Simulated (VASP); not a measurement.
# MgI2 (P-3m1) in VASP: a series of runs, part 2 of 2

VASP 6.6.1.

## Step 3: Relaxation of cell and atoms, PBE

This run uses another cell than the first one, of 34.18 Å³/atom, 0.849 times its volume.

Contents of INCAR:

```
SYSTEM = MgI2
PREC = Accurate
ENCUT = 600
EDIFF = 1E-6
ISMEAR = 0
SIGMA = 0.02
LREAL = .False.
LASPH = .True.
NELM = 80
ALGO = Normal
ISIF = 3
LWAVE = .False.
LCHARG = .False.
GGA = PE
IBRION = 2
NSW = 100
EDIFFG = -0.01
```

Contents of KPOINTS:

```
regular mesh
0
Gamma
  6 6 4
  0 0 0
```

Contents of POSCAR:

```
MgI2
1.0
    4.1537001214      0.0000000000      0.0000000000
   -2.0768500607      3.5972098248      0.0000000000
    0.0000000000      0.0000000000      6.8620000000
Mg I
1 2
Direct
    0.0000000000      0.0000000000      0.0000000000
    0.3333333333      0.6666666667      0.7576300000
    0.6666666667      0.3333333333      0.2423700000
```

Potentials or basis: VASP PAW PBE potentials, release 64 (Mg, I).

The run is started by

```console
$ cat potpaw_PBE.64/Mg/POTCAR potpaw_PBE.64/I/POTCAR > POTCAR
$ mpirun -np 1 vasp_std > vasp.out
```

OUTCAR:

```text
SYSTEM = MgI2
   PREC = Accurate
   ENCUT = 600
   EDIFF = 1E-6
   ISMEAR = 0
   LREAL = .False.
   LASPH = .True.
   NELM = 80
   ISIF = 3
   GGA = PE
   IBRION = 2
   NSW = 100
   EDIFFG = -0.01

 ion  position               nearest neighbor table
   1  0.000  0.000  0.000-   2 2.92   3 2.92   2 2.92   3 2.92   3 2.92   2 2.92
   2  0.333  0.667  0.758-   1 2.92   1 2.92   1 2.92
   3  0.667  0.333  0.242-   1 2.92   1 2.92   1 2.92

  LATTYP: Found a hexagonal cell.
 ALAT       =     4.1537001214
 C/A-ratio  =     1.6520210413

  Lattice vectors:

 A1 = (   4.1537001214,   0.0000000000,   0.0000000000)
 A2 = (  -2.0768500607,   3.5972098248,   0.0000000000)
 A3 = (   0.0000000000,   0.0000000000,   6.8620000000)

Analysis of symmetry for initial positions (statically):
=====================================================================
 Subroutine PRICEL returns:
 Original cell was already a primitive cell.

 Routine SETGRP: Setting up the symmetry group for a
 hexagonal supercell.

 Subroutine GETGRP returns: Found 12 space group operations
 (whereof 12 operations were pure point group operations)
 out of a pool of 24 trial point group operations.

The static configuration has the point symmetry D_3d.

Analysis of symmetry for dynamics (positions and initial velocities):
=====================================================================
 Subroutine PRICEL returns:
 Original cell was already a primitive cell.

 Routine SETGRP: Setting up the symmetry group for a
 hexagonal supercell.

 Subroutine GETGRP returns: Found 12 space group operations
 (whereof 12 operations were pure point group operations)
 out of a pool of 24 trial point group operations.

The dynamic configuration has the point symmetry D_3d.

 Subroutine INISYM returns: Found 12 space group operations
 (whereof 12 operations are pure point group operations),
[... 121 lines left out ...]
   LORBIT       =      0    0 simple, 1 ext, 2 COOP (PROOUT), +10 PAW based schemes
   GGA     = PE    functional components
   LHFCALC =     F    Hartree Fock is set to
   AEXX    =    0.0000 exact exchange contribution
   IVDW    =     0    specifies the selected vdW correction
   LEPSILON=     F    determine dielectric tensor
   LRPA    =     F    only Hartree local field effects (RPA)
 conjugate gradient relaxation of ions
 non-spin polarized calculation
 Gauss-broadening in eV      SIGMA  =   0.02
  energy-cutoff  :      600.00
  volume of cell :      102.53
 maximum number of plane-waves:      3448
 NGX is ok and might be reduce to    36
   NGX = 17   NGY = 17   NGZ = 27

--------------------------------------- Ionic step        1  -------------------------------------------

 number of electron      16.0000001 magnetization

 Free energy of the ion-electron system (eV)
  ---------------------------------------------------
  ext. energy  EPLUGINS =         0.00000000
  ---------------------------------------------------
  free energy    TOTEN  =        -7.69557948 eV

  energy without entropy =       -7.69557948  energy(sigma->0) =       -7.69557948

------------------------ aborting loop because EDIFF is reached ----------------------------------------

  FORCE on cell =-STRESS in cart. coord.  units (eV):
  Direction    XX          YY          ZZ          XY          YZ          ZX
  --------------------------------------------------------------------------------------
  -------------------------------------------------------------------------------------
  Total        0.7180458      0.7180458      0.8828286      0.0000000     -0.0000000      0.0000000
  in kB       11.2204707     11.2204707     13.7954339      0.0000000     -0.0000000      0.0000000
  external PRESSURE =      12.0787918 kB  Pullay stress =       0.0000000 kB
[... 92 lines left out ...]
  FREE ENERGIE OF THE ION-ELECTRON SYSTEM (eV)
  ---------------------------------------------------
  free  energy   TOTEN  =        -7.7105622491 eV

  energy  without entropy=       -7.7105622491  energy(sigma->0) =       -7.71056225

[... ionic steps 4 to 20 ...]

--------------------------------------- Ionic step       21  -------------------------------------------

 number of electron      15.9999999 magnetization

------------------------ aborting loop because EDIFF is reached ----------------------------------------
[... 69 lines left out ...]
--------------------------------------- Ionic step       23  -------------------------------------------

 number of electron      15.9999999 magnetization

 Free energy of the ion-electron system (eV)
  ---------------------------------------------------
  ext. energy  EPLUGINS =         0.00000000
  ---------------------------------------------------
  free energy    TOTEN  =        -7.73838481 eV

  energy without entropy =       -7.73838481  energy(sigma->0) =       -7.73838481

 E-fermi :   1.0282     XC(G=0):  -7.4412

 val. band max:        0.9301372847   @ k =   0.0000   0.0000   0.0000
 cond. band min:       4.5470505628   @ k =   0.5000   0.0000   0.5000
 fundamental gap:      3.6169132781
 Fermi energy:         1.0282059601

 k-point     1 :       0.0000    0.0000    0.0000
  band No.  band energies     occupation
      1     -10.8189      2.00000
      2     -10.2779      2.00000
      3      -2.0575      2.00000
      4       0.6413      2.00000
      5       0.6413      2.00000
      6       0.6651      2.00000
      7       0.9301      2.00000
      8       0.9301      2.00000
      9       4.6467      0.00000
     10       5.8272      0.00000
     11       7.6223      0.00000
     12       7.6223      0.00000
[... 373 lines left out ...]
  FREE ENERGIE OF THE ION-ELECTRON SYSTEM (eV)
  ---------------------------------------------------
  free  energy   TOTEN  =        -7.7383848112 eV

  energy  without entropy=       -7.7383848112  energy(sigma->0) =       -7.73838481

 reached required accuracy - stopping structural energy minimisation
```

CONTCAR:

```text
MgI2
   1.00000000000000
     4.2086810553525078   -0.0000000000000001    0.0000000000000002
    -2.1043405276762539    3.6448247103253477   -0.0000000000000001
     0.0000000000000003   -0.0000000000000002    7.7945276899460509
  Mg              I
     1     2
Direct
     0.0000000000000000    0.0000000000000000    0.0000000000000000
     0.3333333332999970    0.6666666667000030    0.7859236169454056
     0.6666666667000030    0.3333333332999970    0.2140763830545940

  0.00000000E+00  0.00000000E+00  0.00000000E+00
  0.00000000E+00  0.00000000E+00  0.00000000E+00
  0.00000000E+00  0.00000000E+00  0.00000000E+00
```

Wall time 6.2 min (1 thread of Intel Xeon Platinum 8375C at 2.90GHz (Ice Lake), shared host); peak memory 0.29 GiB.

What came out:

* Free energy: -7.7384 eV
* Relaxed volume: 39.86 Å³/atom
* Relaxed cell: a = 4.209 Å, b = 4.209 Å, c = 7.795 Å, α = 90.00°, β = 90.00°, γ = 120.00°
* Space group after relaxing (to 0.05 Å): P-3m1 (No. 164)
* Energy gained by relaxing: 14.3 meV/atom
* Ionic steps: 23
* Pressure after relaxing: 0.0 GPa
* Largest force after relaxing: 0.007 eV/Å
* Band gap on the k mesh: 3.62 eV, indirect (least direct gap 3.72 eV)

Forces in eV/Å, atoms in the order of the input:
```
Mg   0.000  0.000  0.000
I    0.000  0.000 -0.007
I    0.000  0.000  0.007
```

The path:
```tsv
step	energy change (eV)	largest force (eV/Å)	pressure (GPa)	volume (Å³)
1	0.0000	0.0282	1.21	102.53
2	-0.0149	0.1555	0.06	106.40
3	-0.0150	0.1645	0.02	106.60
4	-0.0177	0.1478	0.01	107.02
5	-0.0245	0.0989	0.01	108.28
6	-0.0326	0.0065	0.04	110.82
7	-0.0305	0.1750	0.24	115.96
8	-0.0341	0.0863	0.14	113.22
9	-0.0374	0.0409	-0.01	114.50
10	-0.0400	0.0447	-0.27	116.97
11	-0.0420	0.0209	-0.02	116.59
12	-0.0421	0.0169	0.03	116.52
13	-0.0421	0.0143	0.03	116.66
14	-0.0423	0.0066	0.04	117.07
15	-0.0426	0.0100	0.06	117.90
16	-0.0425	0.0429	0.11	119.57
17	-0.0426	0.0246	0.08	118.61
18	-0.0427	0.0210	0.07	118.81
19	-0.0428	0.0096	0.01	119.40
20	-0.0427	0.0119	-0.10	120.58
21	-0.0428	0.0021	-0.03	119.83
22	-0.0428	0.0041	-0.03	119.74
23	-0.0428	0.0074	-0.02	119.57
```

Final structure:
```
Mg I
1.0
     4.20868    0.00000    0.00000
    -2.10434    3.64482    0.00000
     0.00000    0.00000    7.79453
Mg I
1 2
Direct
  0.00000 0.00000 0.00000
  0.33333 0.66667 0.78592
  0.66667 0.33333 0.21408
```

Levels at points of the mesh, in eV from the valence-band top:
```tsv
k point	band 4	band 5	band 6	band 7	band 8	band 9	band 10	band 11	band 12
(0.00, 0.00, 0.00)	-0.29	-0.29	-0.27	0.00	0.00	3.72	4.90	6.69	6.69
(0.50, 0.00, 0.00)	-2.67	-1.37	-1.15	-0.63	-0.39	3.67	5.45	5.80	7.28
(0.00, 0.00, 0.50)	-0.84	-0.27	-0.27	-0.02	-0.02	4.37	4.89	6.64	6.64
(0.50, 0.00, 0.50)	-2.76	-1.15	-1.11	-0.62	-0.43	3.62	5.45	5.77	6.33
```

Caveat: the volume moved by over 15 % at a fixed basis, so the end points are rough; spin-orbit coupling is left out, which moves the levels of the heavy elements; this functional lacks dispersion, which binds the layers, so the pressure and a relaxed spacing across them are unreliable; the volume moved by +17 % from the deposited cell, more than functionals usually miss. As with any semilocal functional, this PBE gap is likely too small.
